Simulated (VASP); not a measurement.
# Tc (I4/mmm) in VASP: single point with PBEsol

Aim: the single point of Tc with PBEsol.

Everything below comes from runs of VASP 6.6.1. Logs are shortened: lines on timing, memory, paths and dates and some standing lists are left out, and cuts for length are marked.

### Step 1. The cell of the first run

The structure is tetragonal, space group I4/mmm (No. 139). Conventional cell: a = 3.878 Å, b = 3.878 Å, c = 7.937 Å, α = 90.00°, β = 90.00°, γ = 90.00°. Tc (site symmetry 4/mmm) has 12 Tc at 3.88 to 4.82 Å within 5.1 Å.

### Step 2. Single point, PBEsol

INCAR

```
  ALGO = Normal
  EDIFF = 1E-6
  ENCUT = 520
  GGA = PS
  ISIF = 2
  ISMEAR = 1
  LASPH = True
  LCHARG = True
  LELF = True
  LREAL = False
  LVHAR = True
  LWAVE = False
  NBANDS = 12
  NELM = 80
  PREC = Accurate
  SIGMA = 0.1
```

KPOINTS

```
k-points
0
Gamma
  8 8 8
```

POSCAR

```
Tc
1.0
   -1.9387880000      1.9387880000      3.9682870000
    1.9387880000     -1.9387880000      3.9682870000
    1.9387880000      1.9387880000     -3.9682870000
Tc
1
Direct
    0.0000000000      0.0000000000      0.0000000000
```

Potentials or basis: VASP PAW PBE potentials, release 64 (Tc_pv).

The run is started by

```sh
$ cat potpaw_PBE.64/Tc_pv/POTCAR > POTCAR
$ mpirun -np 1 vasp_std > vasp.out
```

OUTCAR:

```text
EDIFF = 1E-6
   ENCUT = 520
   GGA = PS
   ISIF = 2
   ISMEAR = 1
   LASPH = True
   LREAL = False
   NELM = 80
   PREC = Accurate

 ion  position               nearest neighbor table
   1  0.000  0.000  0.000-

  LATTYP: Found a body centered tetragonal cell.
 ALAT       =     3.8775760000
 C/A-ratio  =     2.0467874775

  Lattice vectors:

 A1 = (  -1.9387880000,   1.9387880000,   3.9682870000)
 A2 = (   1.9387880000,  -1.9387880000,   3.9682870000)
 A3 = (   1.9387880000,   1.9387880000,  -3.9682870000)

Analysis of symmetry for initial positions (statically):
=====================================================================
 Subroutine PRICEL returns:
 Original cell was already a primitive cell.

 Routine SETGRP: Setting up the symmetry group for a
 body centered tetragonal supercell.

 Subroutine GETGRP returns: Found 16 space group operations
 (whereof 16 operations were pure point group operations)
 out of a pool of 16 trial point group operations.

The static configuration has the point symmetry D_4h.

Analysis of symmetry for dynamics (positions and initial velocities):
=====================================================================
 Subroutine PRICEL returns:
 Original cell was already a primitive cell.

 Routine SETGRP: Setting up the symmetry group for a
 body centered tetragonal supercell.

 Subroutine GETGRP returns: Found 16 space group operations
 (whereof 16 operations were pure point group operations)
 out of a pool of 16 trial point group operations.

The dynamic configuration has the point symmetry D_4h.

 Subroutine INISYM returns: Found 16 space group operations
 (whereof 16 operations are pure point group operations),
 and found     1 'primitive' translations

----------------------------------------------------------------------------------------

                                     Primitive cell

  volume of cell :      59.6656

  direct lattice vectors                    reciprocal lattice vectors
    -1.938788000  1.938788000  3.968287000     0.000000000  0.257893075  0.125998951
     1.938788000 -1.938788000  3.968287000     0.257893075  0.000000000  0.125998951
     1.938788000  1.938788000 -3.968287000     0.257893075  0.257893075  0.000000000

  length of vectors
     4.823390875  4.823390875  4.823390875     0.287027131  0.287027131  0.364715885

  position of ions in fractional coordinates (direct lattice)
     0.000000000  0.000000000  0.000000000

  ion indices of the primitive-cell ions
   primitive index   ion index
                 1           1

----------------------------------------------------------------------------------------

 KPOINTS: k-points

Automatic generation of k-mesh.
 Grid dimensions read from file:
 generate k-points for:    8    8    8

 Generating k-lattice:

  Cartesian coordinates                     Fractional coordinates (reciprocal lattice)
     0.000000000  0.032236634  0.015749869     0.125000000  0.000000000  0.000000000
     0.032236634  0.000000000  0.015749869     0.000000000  0.125000000  0.000000000
     0.032236634  0.032236634  0.000000000     0.000000000  0.000000000  0.125000000

  Length of vectors
     0.035878391  0.035878391  0.045589486

  Shift w.r.t. Gamma in fractional coordinates (k-lattice)
     0.000000000  0.000000000  0.000000000

 Subroutine IBZKPT returns following result:
 ===========================================

 Found     59 irreducible k-points:

 Following reciprocal coordinates:
            Coordinates               Weight
  0.000000  0.000000  0.000000      1.000000
  0.125000 -0.000000  0.000000      8.000000
  0.250000 -0.000000  0.000000      8.000000
  0.375000 -0.000000  0.000000      8.000000
  0.500000 -0.000000  0.000000      4.000000
  0.125000  0.125000  0.000000      8.000000
[... 16 lines left out ...]
  0.250000  0.125000  0.125000     16.000000
  0.375000  0.125000  0.125000      8.000000
 [... further k-points ...]
   k-points           NKPTS =     59   k-points in BZ     NKDIM =     59   number of bands    NBANDS=     12
   number of dos      NEDOS =    301   number of ions     NIONS =      1
   total plane-waves  NPLWV =  46656
   dimension x,y,z NGX =    36 NGY =   36 NGZ =   36
   dimension x,y,z NGXF=    72 NGYF=   72 NGZF=   72
   ions per type =               1
   NGX,Y,Z   is equivalent  to a cutoff of  12.41, 12.41, 12.41 a.u.
   NGXF,Y,Z  is equivalent  to a cutoff of  24.82, 24.82, 24.82 a.u.
 SYSTEM =  unknown system
   PREC   = accura    normal or accurate (medium, high low for compatibility)
   ISTART =      0    job   : 0-new  1-cont  2-samecut
   ICHARG =      2    charge: 1-file 2-atom 10-const
   ISPIN  =      1    spin polarized calculation?
   LNONCOLLINEAR =      F non collinear calculations
   LSORBIT =      F    spin-orbit coupling
   LASPH  =      T    aspherical Exc in radial PAW
   ENCUT  =  520.0 eV  38.22 Ry    6.18 a.u.   8.97  8.97  8.97*2*pi/ulx,y,z
   NELM   =     80;   NELMIN=  2; NELMDL= -5     # of ELM steps
   EDIFF  = 0.1E-05   stopping-criterion for ELM
   LREAL  =      F    real-space projection
   EDIFFG = 0.1E-04   stopping-criterion for IOM
   NSW    =      0    number of steps for IOM
   IBRION =     -1    ionic relax: 0-MD 1-quasi-New 2-CG
   NFREE  =      0    steps in history (QN), initial steepest desc. (CG)
   ISIF   =      2    stress and relaxation
   ISYM   =      2    0-nonsym 1-usesym 2-fastsym
   POTIM  = 0.5000    time-step for ionic-motion
   TEBEG  =    0.0;   TEEND  =   0.0 temperature during run
   PSTRESS=    0.0 pullay stress
   NELECT =      13.0000    total number of electrons
   NUPDOWN=      -1.0000    fix difference up-down
   EMIN   =  10.00;   EMAX   =-10.00  energy-range for DOS
   EFERMI =   0.00;   METHOD = LEGACY
   ISMEAR =     1;   SIGMA  =   0.10  broadening in eV -4-tet -1-fermi 0-gaus
   EFERMI_NEDOS =   21; number of points for ismear=-14 and -15
   IALGO  =     38    algorithm
   IMIX   =      4    mixing-type and parameters
     AMIX     =   0.40;   BMIX     =  1.00
     AMIX_MAG =   1.60;   BMIX_MAG =  1.00
  volume/ion in A,a.u.               =      59.67       402.64
  Fermi-wavevector in a.u.,A,eV,Ry     =   0.985102  1.861574 13.203457  0.970427
  Thomas-Fermi vector in A             =   2.116385
   LORBIT       =      0    0 simple, 1 ext, 2 COOP (PROOUT), +10 PAW based schemes
   GGA     = PS    functional components
   LHFCALC =     F    Hartree Fock is set to
   AEXX    =    0.0000 exact exchange contribution
   IVDW    =     0    specifies the selected vdW correction
   LEPSILON=     F    determine dielectric tensor
   LRPA    =     F    only Hartree local field effects (RPA)
 non-spin polarized calculation
 Methfessel and Paxton  Order N= 1 SIGMA  =   0.10
  energy-cutoff  :      520.00
  volume of cell :       59.67
 maximum number of plane-waves:      1620
   NGX = 17   NGY = 17   NGZ = 17

 number of electron      12.9999998 magnetization

 Free energy of the ion-electron system (eV)
  ---------------------------------------------------
  ext. energy  EPLUGINS =         0.00000000
  ---------------------------------------------------
  free energy    TOTEN  =        -3.05052956 eV

  energy without entropy =       -3.04787143  energy(sigma->0) =       -3.04964352

 E-fermi :  -0.4050     XC(G=0):  -7.0995

 val. band max:       -0.4086563641   @ k =   0.5000   0.5000   0.2500
 cond. band min:      -0.4038730917   @ k =  -0.1250   0.3750   0.1250
 fundamental gap:      0.0047832724
 Fermi energy:        -0.4050097667

 k-point     1 :       0.0000    0.0000    0.0000
  band No.  band energies     occupation
      1     -38.7187      2.00000
      2     -38.6982      2.00000
      3     -38.6982      2.00000
      4      -2.6122      2.00000
      5      -1.0850      2.00000
      6      -0.8148      2.00000
      7      -0.3907      0.76134
      8      -0.3907      0.76134
      9      -0.1018     -0.00016
     10       7.0677      0.00000
     11       9.5668      0.00000
     12       9.5668      0.00000

 k-point     2 :       0.1250   -0.0000    0.0000
  band No.  band energies     occupation
      1     -38.7186      2.00000
      2     -38.7000      2.00000
      3     -38.6981      2.00000
      4      -2.4054      2.00000
      5      -1.0262      2.00000
      6      -0.7765      2.00000
      7      -0.4515      1.70071
      8      -0.3711      0.46134
      9      -0.1509     -0.00192
     10       6.7132      0.00000
     11       8.0537      0.00000
     12       9.6812      0.00000

 k-point     3 :       0.2500   -0.0000    0.0000
  band No.  band energies     occupation
      1     -38.7185      2.00000
      2     -38.7044      2.00000
      3     -38.6979      2.00000
      4      -1.8566      2.00000
      5      -0.8913      2.00000
      6      -0.6847      2.00055
      7      -0.4868      1.98913
      8      -0.3333      0.06839
      9      -0.2551     -0.05537
     10       5.3463      0.00000
     11       6.3846      0.00000
     12       8.8746      0.00000

 k-point     4 :       0.3750   -0.0000    0.0000
  band No.  band energies     occupation
      1     -38.7184      2.00000
      2     -38.7088      2.00000
      3     -38.6976      2.00000
      4      -1.3789      2.00000
      5      -0.9086      2.00000
      6      -0.3936      0.80779
      7      -0.3566      0.27752
      8      -0.2552     -0.05544
      9      -0.0641     -0.00002
     10       3.1997      0.00000
     11       5.7340      0.00000
     12       8.3767      0.00000

 k-point     5 :       0.5000   -0.0000    0.0000
  band No.  band energies     occupation
      1     -38.7184      2.00000
      2     -38.7106      2.00000
      3     -38.6975      2.00000
      4      -1.2785      2.00000
      5      -0.9451      2.00000
      6      -0.4358      1.49527
      7      -0.2459     -0.04698
      8      -0.2363     -0.03822
      9       1.2122     -0.00000
     10       1.4321     -0.00000
     11       5.4911      0.00000
     12       8.2254      0.00000
[... 228 lines left out ...]
      1     -38.7174      2.00000
      2     -38.7098      2.00000
      3     -38.7095      2.00000
      4      -1.1452      2.00000
      5      -0.9376      2.00000
      6      -0.4836      1.97272
      7      -0.3190     -0.00758
      8       0.2302     -0.00000
      9       2.6828      0.00000
     10       3.3095      0.00000
     11       4.3799      0.00000
     12       5.6397      0.00000

 k-point    22 :       0.1250    0.1250    0.1250
  band No.  band energies     occupation
      1     -38.7181      2.00000
      2     -38.7041      2.00000
      3     -38.7039      2.00000
      4      -1.2575      2.00000
      5      -0.6670      2.00134
      6      -0.6220      2.00888
      7      -0.5503      2.05941
      8      -0.4632      1.82336
      9      -0.2659     -0.06422
     10       5.8623      0.00000
     11       6.1399      0.00000
     12       7.2473      0.00000

 k-point    23 :       0.2500    0.1250    0.1250
  band No.  band energies     occupation
      1     -38.7180      2.00000
      2     -38.7083      2.00000
      3     -38.7037      2.00000
      4      -0.9625      2.00000
      5      -0.7602      2.00001
      6      -0.5989      2.01940
      7      -0.5227      2.07015
      8      -0.2848     -0.07076
      9       0.4260     -0.00000
     10       3.8530      0.00000
     11       6.0363      0.00000
     12       7.0248      0.00000

 k-point    24 :       0.3750    0.1250    0.1250
  band No.  band energies     occupation
      1     -38.7179      2.00000
      2     -38.7101      2.00000
      3     -38.7036      2.00000
      4      -0.9364      2.00000
      5      -0.8254      2.00000
      6      -0.5538      2.05637
      7      -0.5208      2.06942
      8      -0.2249     -0.02881
      9       1.6829      0.00000
     10       2.1660      0.00000
     11       6.0581      0.00000
     12       7.0000      0.00000

 [... further k-points ...]
[... 5 lines left out ...]
  --------------------------------------------------------------------------------------
  -------------------------------------------------------------------------------------
  Total       -5.0818223     -5.0818223     -2.8945325      0.0000000      0.0000000      0.0000000
  in kB     -136.4603072   -136.4603072    -77.7258171      0.0000000      0.0000000      0.0000000
  external PRESSURE =    -116.8821438 kB  Pullay stress =       0.0000000 kB

 VOLUME and BASIS-vectors are now :
 -----------------------------------------------------------------------------
  energy-cutoff  :      520.00
  volume of cell :       59.67
      direct lattice vectors                 reciprocal lattice vectors
    -1.938788000  1.938788000  3.968287000     0.000000000  0.257893075  0.125998951
     1.938788000 -1.938788000  3.968287000     0.257893075  0.000000000  0.125998951
     1.938788000  1.938788000 -3.968287000     0.257893075  0.257893075  0.000000000

 POSITION                                       TOTAL-FORCE (eV/Angst)
 -----------------------------------------------------------------------------------
      0.00000      0.00000      0.00000         0.000000     -0.000000     -0.000000
 -----------------------------------------------------------------------------------
    total drift:                               -0.000000      0.000000      0.000000

  FREE ENERGIE OF THE ION-ELECTRON SYSTEM (eV)
  ---------------------------------------------------
  free  energy   TOTEN  =        -3.0505295566 eV

  energy  without entropy=       -3.0478714336  energy(sigma->0) =       -3.04964352
```

It took 24 s on 1 thread of Intel Xeon Platinum 8559C (Emerald Rapids), shared host; peak memory 0.22 GiB.

What came out:

| Property | Result |
| --- | --- |
| Free energy | -3.0505 eV |
| Pressure | -11.7 GPa |

Levels at points of the mesh, in eV from the Fermi level:
| k point | band 2 | band 3 | band 4 | band 5 | band 6 | band 7 | band 8 | band 9 | band 10 | band 11 |
| --- | --- | --- | --- | --- | --- | --- | --- | --- | --- | --- |
| (0.00, 0.00, 0.00) | -38.29 | -38.29 | -2.21 | -0.68 | -0.41 | 0.01 | 0.01 | 0.30 | 7.47 | 9.97 |
| (0.50, 0.00, 0.00) | -38.31 | -38.29 | -0.87 | -0.54 | -0.03 | 0.16 | 0.17 | 1.62 | 1.84 | 5.90 |
| (0.50, 0.50, 0.00) | -38.30 | -38.30 | -0.74 | -0.53 | -0.08 | 0.09 | 0.64 | 3.09 | 3.71 | 4.78 |
| (0.50, 0.50, 0.50) | -38.29 | -38.29 | -1.19 | -0.77 | 0.20 | 0.20 | 0.33 | 0.80 | 1.25 | 8.08 |

Caveat: the PAW data sets were made with another functional, which shifts forces and pressure a little.
